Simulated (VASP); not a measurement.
Set up this calculation in VASP 6.6.1, as the native input.

```
Task                   : relaxation of shape and atoms at fixed volume
Functional             : PBE
Potentials or basis    : VASP PAW PBE potentials, release 64 (Ti_sv)
Cutoff                 : 600 eV
k mesh                 : 12 × 12 × 14
Occupations            : gaussian, width 0.1 eV
Spin                   : no spin polarisation
Dipole correction      : no
Further INCAR settings : ALGO = Fast; EDIFF = 1e-06; IBRION = 2; EDIFFG = -0.01; NSW = 50; ISIF = 4
```

The structure of Ti lies in POSCAR:

```
Ti
1.0
    4.4339468330      0.0000000000      0.0000000000
   -2.2169734165      3.8399105964      0.0000000000
    0.0000000000      0.0000000000      2.7488693948
Ti
3
Direct
    0.0000000000      0.0000000000      0.0000000000
    0.3333333333      0.6666666667      0.5000000000
    0.6666666667      0.3333333333      0.5000000000
```

This cell differs from its parent crystal: volume scaled by 0.91.

These files were run (other wordings do the same):

INCAR

```
PREC     = Accurate       # precision mode
ENCUT    = 600            # plane-wave cutoff, eV
EDIFF    = 1E-6           # SCF threshold, eV
ISMEAR   = 0              # smearing method
SIGMA    = 0.1            # smearing width, eV
LREAL    = False          # projectors in reciprocal space
LASPH    = True           # aspherical terms in the spheres
NELM     = 80             # most SCF steps
ALGO     = Fast           # electronic algorithm
ISIF     = 4              # what is computed and relaxed
LWAVE    = False          # write WAVECAR
LCHARG   = False          # write CHGCAR
GGA      = PE             # functional
IBRION   = 2              # ionic algorithm
NSW      = 50             # ionic steps
EDIFFG   = -0.01          # ionic threshold
```

KPOINTS

```
Automatic mesh
0
Gamma
  12 12 14
```

Potentials or basis: VASP PAW PBE potentials, release 64 (Ti_sv).

Command:

```sh
$ cat potpaw_PBE.64/Ti_sv/POTCAR > POTCAR
$ mpirun -np 1 vasp_std > vasp.out
```

Results of the run:

| Item | Value |
| --- | --- |
| Energy gained by relaxing | 0.1 meV/atom |
| Ionic steps | 2 |
| Pressure after relaxing | 12.1 GPa |
| Band gap on the k mesh | zero (band 18 reaches 9.68 eV, above the bottom of band 19 at 9.29 eV) |

Wall time 9.2 min on 1 thread of Intel(R) Xeon(R) Platinum 8488C (Sapphire Rapids), on a shared host, peak memory 0.28 GiB.
